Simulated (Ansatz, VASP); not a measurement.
## One calculation of C, two programs

```
C
1.0
     2.46570    0.00000    0.00000
    -1.23285    2.13536    0.00000
     0.00000    0.00000   17.50000
C
4
Direct
  0.33333 0.66667 0.25714
  0.66667 0.33333 0.25714
  0.50000 0.33333 0.44629
  0.83333 0.00000 0.44629
```

Alike in both runs: task single point; functional PBE; dispersion D3(BJ); k mesh 15 × 15 × 1; occupations gaussian, width 0.1 eV; no spin polarisation.

```csv
,VASP,Ansatz
version,VASP 6.6.1,Ansatz 0.2.0
potentials or method,"VASP PAW PBE potentials, release 64 (C), cutoff 520 eV","scalar-relativistic, plane waves, PAW"
valence electrons in the cell,16,16
```

```tsv
	VASP	Ansatz	Ansatz less VASP
gap on the k mesh at the Fermi level (eV)	0.24	0.24	0.000
least direct gap on the mesh (eV)	0.24	0.24	0.000
rms of the force components (eV/Å)	0.013	0.013	-0.0001
```

Atom by atom the forces differ by 0.000 eV/Å (rms over components).
